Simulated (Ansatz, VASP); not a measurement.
SnO: VASP beside Ansatz

The input INCAR:

```
SYSTEM = SnO
PREC = Accurate ; ENCUT = 520
EDIFF = 1E-6 ; ISMEAR = 0
SIGMA = 0.15 ; LREAL = .FALSE.
LASPH = .TRUE. ; NELM = 80
ALGO = Normal ; ISIF = 2
LWAVE = .FALSE. ; LCHARG = .FALSE.
GGA = PE ; IVDW = 12
NBANDS = 28
```

KPOINTS

```
regular mesh
0
G
  12 12 10
  0 0 0
```

Contents of POSCAR:

```
SnO
1.0
    3.8370963230      0.0000000000      0.0000000000
    0.0000000000      3.8370963230      0.0000000000
    0.0000000000      0.0000000000      4.7621286275
Sn O
2 2
Direct
    0.0000000000      0.5000000000      0.2432422108
    0.5000000000      0.0000000000      0.7567577892
   -0.0103750619     -0.0103750619      0.0000000000
    0.5000000000      0.5000000000      0.0000000000
```

Input for Ansatz:

```yaml
crystal:
  lattice:
    - [3.837096323, 0.0, 0.0]
    - [0.0, 3.837096323, 0.0]
    - [0.0, 0.0, 4.7621286275]
  atoms:
    - { symbol: Sn, position: [0.0, 0.5, 0.2432422108] }
    - { symbol: Sn, position: [0.5, 0.0, 0.7567577892] }
    - { symbol: O, position: [-0.0103750619, -0.0103750619, 0.0] }
    - { symbol: O, position: [0.5, 0.5, 0.0] }
basis:
  ecutwfc: 420
kpoints:
  mp_grid: { grid: [12, 12, 10] }
hamiltonian:
  xc: pbe
  dispersion: d3bj
scf:
  occupations: { method: gaussian, width: 0.15 }
output:
  forces: true
  stress: true
  eigenvalues: true
```

Alike in both runs: task single point; functional PBE; dispersion D3(BJ); k mesh 12 × 12 × 10; occupations gaussian, width 0.15 eV; no spin polarisation.

|  | VASP | Ansatz |
| --- | --- | --- |
| version | VASP 6.6.1 | Ansatz 0.2.0 |
| potentials or method | VASP PAW PBE potentials, release 64 (Sn_d, O), cutoff 520 eV | scalar-relativistic, plane waves, PAW |
| valence electrons in the cell | 40 | 40 |

```tsv
	VASP	Ansatz	Ansatz less VASP
gap on the k mesh at the Fermi level (eV)	none	none	-
pressure (GPa)	0.3	0.1	-0.21
traceless stress, the component that is largest in VASP (GPa)	-0.31	-0.29	+0.022
rms of the force components (eV/Å)	0.156	0.149	-0.0070
```

Atom by atom the forces differ by 0.033 eV/Å (rms over components). A gap of «none» marks a metal or a gap that the smearing closes.
